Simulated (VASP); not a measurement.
A run of VASP 6.6.1 is set up as follows.

Contents of INCAR:

```
ALGO     = Normal         # electronic algorithm
EDIFF    = 1E-7           # SCF threshold, eV
ENCUT    = 520            # plane-wave cutoff, eV
ISIF     = 2              # what is computed and relaxed
ISMEAR   = 0              # smearing method
LASPH    = True           # aspherical terms in the spheres
LCHARG   = False          # write CHGCAR
LREAL    = False          # projectors in reciprocal space
LWAVE    = False          # write WAVECAR
NBANDS   = 44             # bands
NELM     = 60             # most SCF steps
PREC     = Accurate       # precision mode
SIGMA    = 0.02           # smearing width, eV
```

The input KPOINTS:

```
k-points
0
Gamma
  6 6 4
```

POSCAR

```
SiO2
1.0
    4.9498723543      0.0000000000      0.0000000000
    0.0000000000      4.9498723543      0.0000000000
    0.0000000000      0.0000000000      7.1794743892
Si O
4 8
Direct
    0.0000000000      0.0000000000      0.0000000000
    0.0000000000      0.5000000000      0.2500000000
    0.5000000000      0.5000000000      0.5000000000
    0.5000000000      0.0000000000      0.7500000000
    0.1002674453      0.2500000000      0.1250000000
    0.2500000000      0.6002674453      0.3750000000
    0.7500000000      0.3997325547      0.3750000000
    0.8997325547      0.7500000000      0.1250000000
    0.6002674453      0.7500000000      0.6250000000
    0.7500000000      0.1002674453      0.8750000000
    0.2500000000      0.8997325547      0.8750000000
    0.3997325547      0.2500000000      0.6250000000
```

Potentials or basis: VASP PAW LDA potentials, release 64 (Si, O).

Command:

```console
$ cat potpaw_LDA.64/Si/POTCAR potpaw_LDA.64/O/POTCAR > POTCAR
$ mpirun -np 1 vasp_std > vasp.out
```

Task: Estimate the pressure.

Result: 0.9 GPa.

Task: Predict the band gap on the k mesh.

Result: 5.79 eV.

Task: Estimate the largest force.

Result: 0.028 eV/Å.

Stress tensor (GPa, compression positive):
```
0.56 0.00 0.00
0.00 0.56 0.00
0.00 0.00 1.60
```

Caveat: the cell differs from its parent crystal (uniaxial strain along c: -1.5 %, then relaxed in part). A k mesh can miss the band edges.
